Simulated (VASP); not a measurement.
Set up this calculation in VASP 6.6.1, as the native input.

```
Task                   : single point
Functional             : PBE
Dispersion             : D3(BJ)
Potentials or basis    : VASP PAW PBE potentials, release 64 (Gd, O)
Cutoff                 : 520 eV
k mesh                 : 8 × 8 × 8
Occupations            : gaussian, width 0.05 eV
Spin                   : collinear spin, ferromagnetic start
Starting moments       : [7.7, 0.02] μB
Hubbard terms          : Gd f U = 6.0 eV
Dipole correction      : no
Further INCAR settings : ALGO = Normal; EDIFF = 1e-06; NBANDS = 23
```

The structure of GdO lies in POSCAR:

```
GdO
1.0
    0.0000000000      2.6598378112      2.6598378112
    2.6598378112      0.0000000000      2.6598378112
    2.6598378112      2.6598378112      0.0000000000
Gd O
1 1
Direct
    0.0000000000      0.0000000000      0.0000000000
    0.2500000000      0.2500000000      0.2500000000
```

One way to write it, as run:

INCAR

```
SYSTEM = GdO
PREC = Accurate ; ENCUT = 520
EDIFF = 1E-6 ; ISMEAR = 0
SIGMA = 0.05 ; LREAL = .False.
LASPH = .True. ; NELM = 150
ALGO = Normal ; ISIF = 2
LWAVE = .False. ; LCHARG = .False.
ISPIN = 2 ; MAGMOM = 7.7 0.02
LORBIT = 11 ; LMAXMIX = 6
LDAU = .True. ; LDAUTYPE = 2
LDAUL = 3 -1 ; LDAUU = 6 0
LDAUJ = 0 0 ; LDAUPRINT = 1
GGA = PE ; IVDW = 12
NBANDS = 23
```

KPOINTS

```
regular mesh
0
Gamma
  8 8 8
  0 0 0
```

Potentials or basis: VASP PAW PBE potentials, release 64 (Gd, O).

Run with:

```console
$ cat potpaw_PBE.64/Gd/POTCAR potpaw_PBE.64/O/POTCAR > POTCAR
$ mpirun -np 1 vasp_std > vasp.out
```

It gave:

```yaml
Pressure: 2.3 GPa
Net_moment: 7.94 μB per cell
Site_moments: Gd +7.08; O +0.01 μB
Valence_electrons_inside_the_program's_atomic_spheres: Gd 15.20; O 5.03
Dispersion_energy_per_atom: -0.286 eV
```

Caveat: a cell with one magnetic atom can't hold antiferromagnetic order, which such compounds often take.

It took 44 s on 1 thread of AMD EPYC 9R45 96-Core Processor (Zen 5), with other jobs on the host, peak memory 0.19 GiB.
